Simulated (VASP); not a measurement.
A run of VASP 6.6.1:

Contents of INCAR:

```
PREC = Accurate
ENCUT = 520
EDIFF = 1E-6
ISMEAR = 0
SIGMA = 0.01
LREAL = False
LASPH = True
NELM = 60
ALGO = Normal
ISIF = 2
LWAVE = False
LCHARG = False
IBRION = 2
NSW = 50
EDIFFG = -0.002
```

File KPOINTS:

```
Automatic mesh
0
Gamma
  10 10 10
```

Contents of POSCAR:

```
NaF
1.0
    0.0112589061      2.2574106733      2.2574106733
    2.2574106733      0.0112589061      2.2574106733
    2.2574106733      2.2574106733      0.0112589061
Na F
1 1
Direct
    0.0000000000      0.0000000000      0.0000000000
    0.5000000000      0.5000000000      0.5000000000
```

Potentials or basis: VASP PAW LDA potentials, release 64 (Na_pv, F).

The run is started by

```sh
$ cat potpaw_LDA.64/Na_pv/POTCAR potpaw_LDA.64/F/POTCAR > POTCAR
$ mpirun -np 1 vasp_std > vasp.out
```

Hardware: 1 thread of Intel(R) Xeon(R) Platinum 8488C (Sapphire Rapids) (shared host).

Problem. Estimate the wall time of this run.

Solution. It took 18 s on 1 thread of Intel(R) Xeon(R) Platinum 8488C (Sapphire Rapids) (shared host), peak memory 0.14 GiB. Counts: scf iterations 12, k points 116, ion steps 1.
